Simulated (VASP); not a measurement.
# Mo (P6_3/mmc) in VASP: single point with r2SCAN

Aim: the single point of Mo with r2SCAN.

Everything below comes from runs of VASP 6.6.1. Logs are shortened: lines on timing, memory, paths and dates and some standing lists are left out, and cuts for length are marked.

### 1 The cell of the first run

Symmetry: P6_3/mmc, No. 194, hexagonal system. Conventional cell: a = 2.737 Å, b = 2.737 Å, c = 4.926 Å, α = 90.00°, β = 90.00°, γ = 120.00°. Mo (site symmetry -6m2) has 12 Mo at 2.74 to 2.93 Å within 3.6 Å.

This isn't the form of Mo at room conditions, which is bcc.

### 2 Single point, r2SCAN

The input, POSCAR:

```
Mo
1.0
    2.7365320441      0.0000000000      0.0000000000
   -1.3682660220      2.3699062685      0.0000000000
    0.0000000000      0.0000000000      4.9263203975
Mo
2
Direct
    0.3333333333      0.6666666667      0.2500000000
    0.6666666667      0.3333333333      0.7500000000
```

The input, INCAR.step1:

```
  PREC = Accurate
  ENCUT = 550
  ISMEAR = 0
  SIGMA = 0.1
  LREAL = False
  LASPH = True
  NELM = 120
  NBANDS = 21
  GGA = PE
  ALGO = Normal
  EDIFF = 1E-5
  LWAVE = True
  LCHARG = False
  GGA_COMPAT = False
```

The input, INCAR.step2:

```
  PREC = Accurate
  ENCUT = 550
  EDIFF = 1E-6
  ISMEAR = 0
  SIGMA = 0.1
  LREAL = False
  LASPH = True
  NELM = 120
  ALGO = Normal
  ISIF = 2
  LWAVE = False
  LCHARG = False
  METAGGA = R2SCAN
  LMIXTAU = True
  NBANDS = 21
  ISTART = 1
  GGA_COMPAT = False
```

The input, KPOINTS:

```
Automatic mesh
0
Gamma
  24 24 12
```

Potentials or basis: VASP PAW PBE potentials, release 64 (Mo_sv).

On the command line:

```bash
cat potpaw_PBE.64/Mo_sv/POTCAR > POTCAR
cp INCAR.step1 INCAR
mpirun -np 1 vasp_std > vasp.out
cp INCAR.step2 INCAR
mpirun -np 1 vasp_std > vasp.out
```

OUTCAR:

```text
PREC = Accurate
   ENCUT = 550
   EDIFF = 1E-6
   ISMEAR = 0
   LREAL = False
   LASPH = True
   NELM = 120
   ISIF = 2
   METAGGA = R2SCAN
   ISTART = 1

 ion  position               nearest neighbor table
   1  0.333  0.667  0.250-   2 2.93   2 2.93   2 2.93   2 2.93   2 2.93   2 2.93
   2  0.667  0.333  0.750-   1 2.93   1 2.93   1 2.93   1 2.93   1 2.93   1 2.93

  LATTYP: Found a hexagonal cell.
 ALAT       =     2.7365320441
 C/A-ratio  =     1.8002056318

  Lattice vectors:

 A1 = (   2.7365320441,   0.0000000000,   0.0000000000)
 A2 = (  -1.3682660220,   2.3699062685,   0.0000000000)
 A3 = (   0.0000000000,   0.0000000000,   4.9263203975)

Analysis of symmetry for initial positions (statically):
=====================================================================
 Subroutine PRICEL returns:
 Original cell was already a primitive cell.

 Routine SETGRP: Setting up the symmetry group for a
 hexagonal supercell.

 Subroutine GETGRP returns: Found 24 space group operations
 (whereof 12 operations were pure point group operations)
 out of a pool of 24 trial point group operations.

The static configuration has the point symmetry D_3d.
 The point group associated with its full space group is D_6h.

Analysis of symmetry for dynamics (positions and initial velocities):
=====================================================================
 Subroutine PRICEL returns:
 Original cell was already a primitive cell.

 Routine SETGRP: Setting up the symmetry group for a
 hexagonal supercell.

 Subroutine GETGRP returns: Found 24 space group operations
 (whereof 12 operations were pure point group operations)
 out of a pool of 24 trial point group operations.

The dynamic configuration has the point symmetry D_3d.
 The point group associated with its full space group is D_6h.

 Subroutine INISYM returns: Found 24 space group operations
 (whereof 12 operations are pure point group operations),
 and found     1 'primitive' translations

----------------------------------------------------------------------------------------

                                     Primitive cell

  volume of cell :      31.9488

  direct lattice vectors                    reciprocal lattice vectors
     2.736532044  0.000000000  0.000000000     0.365426015  0.210978808  0.000000000
    -1.368266022  2.369906268  0.000000000     0.000000000  0.421957616  0.000000000
     0.000000000  0.000000000  4.926320397     0.000000000  0.000000000  0.202991263

  length of vectors
     2.736532044  2.736532044  4.926320397     0.421957616  0.421957616  0.202991263

  position of ions in fractional coordinates (direct lattice)
     0.333333333  0.666666667  0.250000000
     0.666666667  0.333333333  0.750000000

  ion indices of the primitive-cell ions
   primitive index   ion index
                 1           1
                 2           2

----------------------------------------------------------------------------------------

 KPOINTS: Automatic mesh

Automatic generation of k-mesh.
 Grid dimensions read from file:
 generate k-points for:   24   24   12

 Generating k-lattice:

  Cartesian coordinates                     Fractional coordinates (reciprocal lattice)
     0.015226084  0.008790784  0.000000000     0.041666667  0.000000000  0.000000000
     0.000000000  0.017581567  0.000000000     0.000000000  0.041666667  0.000000000
     0.000000000  0.000000000  0.016915939     0.000000000  0.000000000  0.083333333

  Length of vectors
     0.017581567  0.017581567  0.016915939

  Shift w.r.t. Gamma in fractional coordinates (k-lattice)
     0.000000000  0.000000000  0.000000000

 Subroutine IBZKPT returns following result:
 ===========================================

 Found    427 irreducible k-points:

 Following reciprocal coordinates:
            Coordinates               Weight
  0.000000  0.000000  0.000000      1.000000
  0.041667  0.000000  0.000000      6.000000
  0.083333  0.000000  0.000000      6.000000
  0.125000  0.000000  0.000000      6.000000
  0.166667  0.000000  0.000000      6.000000
  0.208333  0.000000  0.000000      6.000000
[... 16 lines left out ...]
  0.416667  0.041667  0.000000     12.000000
  0.458333  0.041667  0.000000     12.000000
 [... further k-points ...]
   k-points           NKPTS =    427   k-points in BZ     NKDIM =    427   number of bands    NBANDS=     21
   number of dos      NEDOS =    301   number of ions     NIONS =      2
   total plane-waves  NPLWV =  23040
   dimension x,y,z NGX =    24 NGY =   24 NGZ =   40
   dimension x,y,z NGXF=    48 NGYF=   48 NGZF=   80
   ions per type =               2
   NGX,Y,Z   is equivalent  to a cutoff of  14.58, 14.58, 13.50 a.u.
   NGXF,Y,Z  is equivalent  to a cutoff of  29.16, 29.16, 27.00 a.u.
 SYSTEM =  unknown system
   PREC   = accura    normal or accurate (medium, high low for compatibility)
   ISTART =      1    job   : 0-new  1-cont  2-samecut
   ICHARG =      0    charge: 1-file 2-atom 10-const
   ISPIN  =      1    spin polarized calculation?
   LNONCOLLINEAR =      F non collinear calculations
   LSORBIT =      F    spin-orbit coupling
   LASPH  =      T    aspherical Exc in radial PAW
   ENCUT  =  550.0 eV  40.42 Ry    6.36 a.u.   5.23  5.23  9.42*2*pi/ulx,y,z
   NELM   =    120;   NELMIN=  2; NELMDL=  0     # of ELM steps
   EDIFF  = 0.1E-05   stopping-criterion for ELM
   LREAL  =      F    real-space projection
   EDIFFG = 0.1E-04   stopping-criterion for IOM
   NSW    =      0    number of steps for IOM
   IBRION =     -1    ionic relax: 0-MD 1-quasi-New 2-CG
   NFREE  =      0    steps in history (QN), initial steepest desc. (CG)
   ISIF   =      2    stress and relaxation
   ISYM   =      2    0-nonsym 1-usesym 2-fastsym
   POTIM  = 0.5000    time-step for ionic-motion
   TEBEG  =    0.0;   TEEND  =   0.0 temperature during run
   PSTRESS=    0.0 pullay stress
   NELECT =      28.0000    total number of electrons
   NUPDOWN=      -1.0000    fix difference up-down
   EMIN   =  10.00;   EMAX   =-10.00  energy-range for DOS
   EFERMI =   0.00;   METHOD = LEGACY
   ISMEAR =     0;   SIGMA  =   0.10  broadening in eV -4-tet -1-fermi 0-gaus
   EFERMI_NEDOS =   21; number of points for ismear=-14 and -15
   IALGO  =     38    algorithm
   IMIX   =      4    mixing-type and parameters
     AMIX     =   0.40;   BMIX     =  1.00
     AMIX_MAG =   1.60;   BMIX_MAG =  1.00
  volume/ion in A,a.u.               =      15.97       107.80
  Fermi-wavevector in a.u.,A,eV,Ry     =   1.566665  2.960567 33.394660  2.454438
  Thomas-Fermi vector in A             =   2.668959
   LORBIT       =      0    0 simple, 1 ext, 2 COOP (PROOUT), +10 PAW based schemes
   METAGGA = R2SCAN    functional components
   LHFCALC =     F    Hartree Fock is set to
   AEXX    =    0.0000 exact exchange contribution
   IVDW    =     0    specifies the selected vdW correction
   LEPSILON=     F    determine dielectric tensor
   LRPA    =     F    only Hartree local field effects (RPA)
 non-spin polarized calculation
 Gauss-broadening in eV      SIGMA  =   0.10
  energy-cutoff  :      550.00
  volume of cell :       31.95
 maximum number of plane-waves:       951
 NGX is ok and might be reduce to    24
   NGX = 11   NGY = 11   NGZ = 19

 number of electron      27.9999998 magnetization

 Free energy of the ion-electron system (eV)
  ---------------------------------------------------
  ext. energy  EPLUGINS =         0.00000000
  ---------------------------------------------------
  free energy    TOTEN  =       -51.16937246 eV

  energy without entropy =      -51.15677882  energy(sigma->0) =      -51.16307564

 E-fermi :  11.9474     XC(G=0): -14.4665

 val. band max:       11.9472841214   @ k =   0.2500   0.1667   0.2500
 cond. band min:      11.9477430600   @ k =   0.0833   0.0833   0.3333
 fundamental gap:      0.0004589386
 Fermi energy:        11.9474461479

 k-point     1 :       0.0000    0.0000    0.0000
  band No.  band energies     occupation
      1     -50.8979      2.00000
      2     -50.7297      2.00000
      3     -24.7547      2.00000
      4     -23.6412      2.00000
      5     -23.4136      2.00000
      6     -23.4136      2.00000
[... 13 lines left out ...]
     20      15.5657      0.00000
     21      21.9929      0.00000

 k-point     2 :       0.0417    0.0000    0.0000
  band No.  band energies     occupation
      1     -50.8932      2.00000
      2     -50.7263      2.00000
      3     -24.7468      2.00000
      4     -23.6417      2.00000
      5     -23.4395      2.00000
      6     -23.4206      2.00000
[... 13 lines left out ...]
     20      15.8217      0.00000
     21      21.9821      0.00000

 k-point     3 :       0.0833    0.0000    0.0000
  band No.  band energies     occupation
      1     -50.8796      2.00000
      2     -50.7163      2.00000
      3     -24.7236      2.00000
      4     -23.6436      2.00000
      5     -23.5150      2.00000
      6     -23.4407      2.00000
[... 13 lines left out ...]
     20      16.4353      0.00000
     21      21.9462      0.00000

 k-point     4 :       0.1250    0.0000    0.0000
  band No.  band energies     occupation
      1     -50.8576      2.00000
      2     -50.7005      2.00000
      3     -24.6858      2.00000
      4     -23.6471      2.00000
      5     -23.6346      2.00000
      6     -23.5314      2.00000
[... 13 lines left out ...]
     20      17.2127      0.00000
     21      21.8792      0.00000

 k-point     5 :       0.1667    0.0000    0.0000
  band No.  band energies     occupation
      1     -50.8287      2.00000
      2     -50.6799      2.00000
      3     -24.6351      2.00000
      4     -23.7893      2.00000
      5     -23.6841      2.00000
      6     -23.6530      2.00000
[... 13 lines left out ...]
     20      18.0600      0.00000
     21      21.7797      0.00000

 k-point     6 :       0.2083    0.0000    0.0000
  band No.  band energies     occupation
      1     -50.7945      2.00000
      2     -50.6562      2.00000
      3     -24.5736      2.00000
      4     -23.9678      2.00000
      5     -23.8581      2.00000
      6     -23.6621      2.00000
[... 13 lines left out ...]
     20      18.9305      0.00000
     21      21.6552      0.00000

 k-point     7 :       0.2500    0.0000    0.0000
  band No.  band energies     occupation
      1     -50.7571      2.00000
      2     -50.6312      2.00000
      3     -24.5040      2.00000
      4     -24.1572      2.00000
      5     -24.0405      2.00000
      6     -23.6752      2.00000
[... 13 lines left out ...]
     20      19.7927      0.00000
     21      21.5241      0.00000
[... 291 lines left out ...]
      1     -50.6979      2.00000
      2     -50.5940      2.00000
      3     -24.4315      2.00000
      4     -24.3870      2.00000
      5     -24.3060      2.00000
      6     -23.7051      2.00000
[... 13 lines left out ...]
     20      21.1010      0.00000
     21      21.4036      0.00000

 k-point    21 :       0.3333    0.0417    0.0000
  band No.  band energies     occupation
      1     -50.6629      2.00000
      2     -50.5740      2.00000
      3     -24.5899      2.00000
      4     -24.4541      2.00000
      5     -24.3123      2.00000
      6     -23.7316      2.00000
[... 13 lines left out ...]
     20      21.3618      0.00000
     21      21.8230      0.00000

 k-point    22 :       0.3750    0.0417    0.0000
  band No.  band energies     occupation
      1     -50.6331      2.00000
      2     -50.5588      2.00000
      3     -24.7179      2.00000
      4     -24.5734      2.00000
      5     -24.2435      2.00000
      6     -23.7662      2.00000
[... 13 lines left out ...]
     20      21.2035      0.00000
     21      22.4303      0.00000

 k-point    23 :       0.4167    0.0417    0.0000
  band No.  band energies     occupation
      1     -50.6109      2.00000
      2     -50.5490      2.00000
      3     -24.8077      2.00000
      4     -24.6570      2.00000
      5     -24.1877      2.00000
      6     -23.7905      2.00000
[... 13 lines left out ...]
     20      20.6490      0.00000
     21      22.8800      0.00000

 k-point    24 :       0.4583    0.0417    0.0000
  band No.  band energies     occupation
      1     -50.5988      2.00000
      2     -50.5445      2.00000
      3     -24.8540      2.00000
      4     -24.7001      2.00000
      5     -24.1550      2.00000
      6     -23.8031      2.00000
[... 13 lines left out ...]
     20      19.8937      0.00000
     21      23.1243      0.00000

 [... further k-points ...]

------------------------ aborting loop because EDIFF is reached ----------------------------------------

  FORCE on cell =-STRESS in cart. coord.  units (eV):
  Direction    XX          YY          ZZ          XY          YZ          ZX
  --------------------------------------------------------------------------------------
  -------------------------------------------------------------------------------------
  Total        0.2053611      0.2053611      0.1669641      0.0000000      0.0000000      0.0000000
  in kB       10.2985099     10.2985099      8.3729640      0.0000000      0.0000000      0.0000000
  external PRESSURE =       9.6566613 kB  Pullay stress =       0.0000000 kB

 VOLUME and BASIS-vectors are now :
 -----------------------------------------------------------------------------
  energy-cutoff  :      550.00
  volume of cell :       31.95
      direct lattice vectors                 reciprocal lattice vectors
     2.736532044  0.000000000  0.000000000     0.365426015  0.210978808  0.000000000
    -1.368266022  2.369906268  0.000000000     0.000000000  0.421957616  0.000000000
     0.000000000  0.000000000  4.926320397     0.000000000  0.000000000  0.202991263

 POSITION                                       TOTAL-FORCE (eV/Angst)
 -----------------------------------------------------------------------------------
     -0.00000      1.57994      1.23158         0.000000     -0.000000      0.000000
      1.36827      0.78997      3.69474        -0.000000      0.000000      0.000000
 -----------------------------------------------------------------------------------
    total drift:                               -0.000000      0.000000     -0.000000

  FREE ENERGIE OF THE ION-ELECTRON SYSTEM (eV)
  ---------------------------------------------------
  free  energy   TOTEN  =       -51.1693724603 eV

  energy  without entropy=      -51.1567788192  energy(sigma->0) =      -51.16307564
```

Run time: 20 min. Hardware: 1 thread of Intel Xeon 8259CL, shared host; peak memory 0.36 GiB.

Results:

* Free energy: -51.1694 eV
* Pressure: 1.0 GPa
* Band gap on the k mesh: zero (bands 14 and 15 overlap by 2.06 eV)

Caveat: the PAW data sets were made with another functional, which shifts forces and pressure a little.
